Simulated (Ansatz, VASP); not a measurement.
## One calculation of Si, two programs

INCAR

```
ALGO = Normal
EDIFF = 1E-6
ENCUT = 520
GGA = PE
ISIF = 2
ISMEAR = -1
LASPH = True
LCHARG = False
LREAL = False
LWAVE = False
NBANDS = 16
NELM = 80
PREC = Accurate
SIGMA = 0.05
```

The input KPOINTS:

```
k-points
0
Gamma
  8 8 4
```

POSCAR

```
Si
1.0
    3.8313174605      0.0000000000      0.0000000000
   -1.9156587303      3.3180182508      0.0000000000
    0.0000000000      0.0000000000      6.3326220002
Si
4
Direct
    0.6624090000      0.3337130000      0.9403250000
    0.3346860000      0.6586850000      0.4343140000
    0.6743670000      0.3454220000      0.5621860000
    0.3142490000      0.6473930000      0.0588250000
```

The input input.yaml:

```yaml
crystal:
  lattice:
    - [3.8313174605, 0.0, 0.0]
    - [-1.9156587303, 3.3180182508, 0.0]
    - [0.0, 0.0, 6.3326220002]
  atoms:
    - { symbol: Si, position: [0.662409, 0.333713, 0.940325] }
    - { symbol: Si, position: [0.334686, 0.658685, 0.434314] }
    - { symbol: Si, position: [0.674367, 0.345422, 0.562186] }
    - { symbol: Si, position: [0.314249, 0.647393, 0.058825] }
kpoints:
  mp_grid: { grid: [8, 8, 4] }
scf:
  occupations: { method: fermi_dirac, width: 0.05 }
hamiltonian:
  xc: pbe
  pseudopotentials: { kind: all_electron, lapw: { basis_error: 0.001 } }
output:
  forces: true
  stress: true
  eigenvalues: true
  populations: true
```

Change from the starting cell: atoms moved at random, drawn with an rms of 0.05 Å.

Alike in both runs: task single point; functional PBE; k mesh 8 × 8 × 4; occupations fermi-dirac, width 0.05 eV; no spin polarisation.

|  | VASP | Ansatz |
| --- | --- | --- |
| version | VASP 6.6.1 | Ansatz 0.2.0 |
| potentials or method | VASP PAW PBE potentials, release 64 (Si), cutoff 520 eV | all-electron LAPW, scalar-relativistic |

VASP gave:

* gap on the k mesh at the Fermi level (eV): 0.06
* least direct gap on the mesh (eV): 0.78
* pressure (GPa): 1.6
* traceless stress, the component that is largest in VASP (GPa): 2.64
* rms of the force components (eV/Å): 0.511

**Question.** Which values does Ansatz return?

**Answer.** gap on the k mesh at the Fermi level (eV): 0.06; least direct gap on the mesh (eV): 0.78; pressure (GPa): 1.6; traceless stress, the component that is largest in VASP (GPa): 2.65; rms of the force components (eV/Å): 0.512.

Atom by atom the forces differ by 0.001 eV/Å (rms over components). Ansatz ran all-electron here, and VASP with PAW potentials.
